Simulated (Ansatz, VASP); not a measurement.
**Two plane-wave programs on H**

INCAR

```
SYSTEM = H
  ALGO = Normal
  EDIFF = 1E-6
  ENCUT = 500
  GGA = CA
  GGA_COMPAT = .FALSE.
  ISIF = 2
  ISMEAR = 0
  LASPH = .TRUE.
  LCHARG = .FALSE.
  LREAL = .FALSE.
  LWAVE = .FALSE.
  NBANDS = 8
  NELM = 120
  PREC = Accurate
  SIGMA = 0.05
```

File KPOINTS:

```
k-points
0
G
  8 8 8
  0 0 0
```

POSCAR

```
H
1.0
   -1.8409561305      1.8409561305      2.2855640979
    1.8409561305     -1.8409561305      2.2855640979
    1.8687791451      1.8687791451     -2.2855640979
H
2
Direct
    0.9178910720      0.9178910720      0.0000000000
    0.0821089280      0.0821089280      0.0000000000
```

Input for Ansatz:

```yaml
crystal:
  lattice:
    - [-1.8409561305, 1.8409561305, 2.2855640979]
    - [1.8409561305, -1.8409561305, 2.2855640979]
    - [1.8687791451, 1.8687791451, -2.2855640979]
  atoms:
    - { symbol: H, position: [0.917891072, 0.917891072, 0.0] }
    - { symbol: H, position: [0.082108928, 0.082108928, 0.0] }
kpoints:
  mp_grid: { grid: [8, 8, 8] }
hamiltonian:
  xc: lda
scf:
  occupations: { method: gaussian, width: 0.05 }
output:
  forces: true
  eigenvalues: true
  stress: true
```

Alike in both runs: task single point; functional LDA; k mesh 8 × 8 × 8; occupations gaussian, width 0.05 eV; no spin polarisation.

|  | VASP | Ansatz |
| --- | --- | --- |
| version | VASP 6.6.1 | Ansatz 0.2.0 |
| potentials or method | VASP PAW LDA potentials, release 64 (H) | scalar-relativistic, plane waves, PAW |
| plane-wave cutoff (eV) | 500 | 420 |
| valence electrons in the cell | 2 | 2 |

```csv
,VASP,Ansatz,Ansatz less VASP
gap on the k mesh at the Fermi level (eV),8.76,8.76,+0.005
pressure (GPa),0.1,0.3,+0.18
"traceless stress, the component that is largest in VASP (GPa)",1.57,1.56,-0.007
rms of the force components (eV/Å),0.361,0.353,-0.0078
```

LDA's correlation is that of Perdew and Zunger in VASP and of Perdew and Wang (1992) in Ansatz. Atom by atom the forces differ by 0.008 eV/Å (rms over components).
